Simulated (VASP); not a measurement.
A run of VASP 6.6.1:

Contents of INCAR:

```
SYSTEM = InAs2
ALGO = Normal
EDIFF = 1E-7
EDIFFG = -0.04
ENCUT = 600
GGA = PE
IBRION = 2
ISIF = 3
ISMEAR = 0
LASPH = .True.
LCHARG = .False.
LREAL = .False.
LWAVE = .False.
NELM = 80
NSW = 90
PREC = Accurate
SIGMA = 0.1
```

KPOINTS

```
k-points
0
Gamma
  6 6 4
  0 0 0
```

POSCAR

```
InAs2
1.0
    3.7388410000      0.0000000000      0.0000000000
   -1.8694205000      3.2379312900      0.0000000000
    0.0000000000      0.0000000000      5.9998927300
In As
1 2
Direct
    0.0000000000      0.0000000000      0.5000000000
    0.3333333300      0.6666666700      0.2521245200
    0.6666666700      0.3333333300      0.7478754800
```

Potentials or basis: VASP PAW PBE potentials, release 64 (In_d, As).

Launch:

```sh
$ cat potpaw_PBE.64/In_d/POTCAR potpaw_PBE.64/As/POTCAR > POTCAR
$ mpirun -np 1 vasp_std > vasp.out
```

Hardware: 1 thread of Intel(R) Xeon(R) Platinum 8259CL CPU @ 2.50GHz (Skylake/Cascade Lake), on a shared host.

Estimate the wall time of this run.

Wall time 15 min on 1 thread of Intel(R) Xeon(R) Platinum 8259CL CPU @ 2.50GHz (Skylake/Cascade Lake) (shared host), peak memory 0.22 GiB. Counts: scf iterations 286, k points 24, ion steps 32.
